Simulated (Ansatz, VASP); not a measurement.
# One calculation of Pt, two programs

Contents of INCAR:

```
SYSTEM = Pt
ALGO = Fast
EDIFF = 1E-6
ENCUT = 520
GGA = PS
ISIF = 2
ISMEAR = 0
LASPH = .True.
LCHARG = .False.
LREAL = .False.
LWAVE = .False.
NBANDS = 28
NELM = 100
PREC = Accurate
SIGMA = 0.15
```

The input KPOINTS:

```
k-points
0
Gamma
  22 14 14
  0 0 0
```

The input POSCAR:

```
Pt
1.0
   -2.7251696203      0.0000000000      0.0000000000
    0.0000000000      0.0000000000     -4.7068056308
    0.0000000000     -4.7201322416      0.0000000000
Pt
4
Direct
    1.0000000000      0.2340656263      0.3333333333
    0.5000000000      0.2340656263      0.8333333333
    0.5000000000      0.7659343737      0.1666666667
    0.0000000000      0.7659343737      0.6666666667
```

Input for Ansatz:

```yaml
crystal:
  lattice:
    - [-2.7251696203, 0.0, 0.0]
    - [0.0, 0.0, -4.7068056308]
    - [0.0, -4.7201322416, 0.0]
  atoms:
    - { symbol: Pt, position: [1.0, 0.2340656263, 0.3333333333] }
    - { symbol: Pt, position: [0.5, 0.2340656263, 0.8333333333] }
    - { symbol: Pt, position: [0.5, 0.7659343737, 0.1666666667] }
    - { symbol: Pt, position: [0.0, 0.7659343737, 0.6666666667] }
basis:
  ecutwfc: 420
kpoints:
  mp_grid: { grid: [22, 14, 14] }
hamiltonian:
  xc: pbesol
scf:
  occupations: { method: gaussian, width: 0.15 }
output:
  forces: true
  stress: true
  eigenvalues: true
```

Change from the starting cell: mode 11 (180.4 1/cm) frozen in, largest displacement +0.075 Å.

Alike in both runs: task single point; functional PBEsol; k mesh 22 × 14 × 14; occupations gaussian, width 0.15 eV; no spin polarisation.

|  | VASP | Ansatz |
| --- | --- | --- |
| version | VASP 6.6.1 | Ansatz 0.2.0 |
| potentials or method | VASP PAW PBE potentials, release 64 (Pt), cutoff 520 eV | scalar-relativistic, plane waves, PAW |
| valence electrons in the cell | 40 | 72 |

|  | VASP | Ansatz | Ansatz less VASP |
| --- | --- | --- | --- |
| gap on the k mesh at the Fermi level (eV) | none | none | - |
| pressure (GPa) | 3.2 | 3.6 | +0.40 |
| traceless stress, the component that is largest in VASP (GPa) | 0.71 | 0.82 | +0.108 |
| rms of the force components (eV/Å) | 1.038 | 1.044 | +0.0060 |

VASP's potentials were made for PBE, not for PBEsol. Atom by atom the forces differ by 0.006 eV/Å (rms over components). A gap of «none» marks a metal or a gap that the smearing closes. The functional is the same, so the differences come from potentials, cutoffs and numerics. VASP's potentials hold 40 valence electrons a cell and Ansatz's 72, so a difference there can come from the potentials and not from the codes.

Spin-orbit coupling is off throughout.
